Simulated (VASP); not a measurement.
**Ga4Bi3N: single point with PBE**

Crystal: Ga4Bi3N.

```
N Ga Bi
1.0
     5.92683    0.00000    0.00000
     0.00000    5.92683    0.00000
     0.00000    0.00000    5.92683
N Ga Bi
1 4 3
Direct
  0.00000 0.00000 0.00000
  0.80111 0.80111 0.80111
  0.19889 0.19889 0.80111
  0.19889 0.80111 0.19889
  0.80111 0.19889 0.19889
  0.50000 0.50000 0.00000
  0.50000 0.00000 0.50000
  0.00000 0.50000 0.50000
```

```json
{
 "Program": "VASP 6.6.1",
 "Task": "single point",
 "Functional": "PBE",
 "Potentials or basis": "VASP PAW PBE potentials, release 64 (N, Ga_d, Bi_d)",
 "Cutoff": "520 eV",
 "k mesh": "4 × 4 × 4",
 "Occupations": "fermi-dirac, width 0.02 eV",
 "Spin": "no spin polarisation"
}
```

| Quantity | Value |
| --- | --- |
| Pressure | 1.6 GPa |
| Largest force | 0.068 eV/Å |
| Band gap on the k mesh | zero (bands 51 and 52 overlap by 0.48 eV) |

Forces in eV/Å, atoms in the order of the input:
```
N    0.000  0.000  0.000
Ga  -0.040 -0.040 -0.040
Ga   0.040  0.040 -0.040
Ga   0.040 -0.040  0.040
Ga  -0.040  0.040  0.040
Bi   0.000  0.000  0.000
Bi   0.000  0.000  0.000
Bi   0.000  0.000  0.000
```

Levels at points of the mesh, in eV from the Fermi level:
```
           k point  band 47  band 48  band 49  band 50  band 51  band 52  band 53  band 54  band 55  band 56
(0.00, 0.00, 0.00)    -2.09    -2.09    -2.09     0.29     0.29     0.29     0.39     0.39     0.92     0.92
(0.50, 0.00, 0.00)    -2.59    -2.22    -2.22    -0.60    -0.60     0.49     1.39     1.55     2.32     2.54
(0.50, 0.50, 0.00)    -2.37    -2.18    -2.18    -0.81     0.32     0.46     0.59     2.45     2.45     2.84
(0.50, 0.50, 0.50)    -1.78    -0.49    -0.49    -0.49     0.31     0.31     0.39     0.39     0.39     2.99
```

It took 4.1 min on 1 thread of Oxide Virtual Turin-like Processor, with other jobs on the host, peak memory 0.36 GiB.

Caveat: spin-orbit coupling is left out, which moves the levels of the heavy elements.
